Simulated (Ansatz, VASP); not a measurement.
**One calculation of As, two programs**

```xyz
2
Lattice="3.7502 0.0000 0.0000 -1.8751 3.0931 0.0000 0.0000 0.0000 28.5742" Properties=species:S:1:pos:R:3 pbc="T T T"
As    0.0000    2.0519   13.6004
As    1.8751    1.0412   14.9739
```

Change from the starting cell: strain along x +0.050, atoms relaxed.

Alike in both runs: functional PBE; dispersion D3(BJ); k mesh 9 × 9 × 1; occupations gaussian, width 0.02 eV; no spin polarisation.

Ansatz relaxed the structure, and its values are those at the end. VASP's run is a single point on that final structure, the one shown.

```csv
,VASP,Ansatz
version,VASP 6.6.1,Ansatz 0.2.0
potentials or method,"VASP PAW PBE potentials, release 64 (As), cutoff 520 eV","scalar-relativistic, plane waves, PAW"
valence electrons in the cell,10,30
```

```csv
,VASP,Ansatz,Ansatz less VASP
gap on the k mesh at the Fermi level (eV),1.35,1.35,0.000
least direct gap on the mesh (eV),1.56,1.57,+0.016
rms of the force components (eV/Å),0.046,0.001,-0.0459
```

VASP's potentials hold 10 valence electrons a cell and Ansatz's 30, so a difference there can come from the potentials and not from the codes. Ansatz's warnings: stress scf threshold loose.
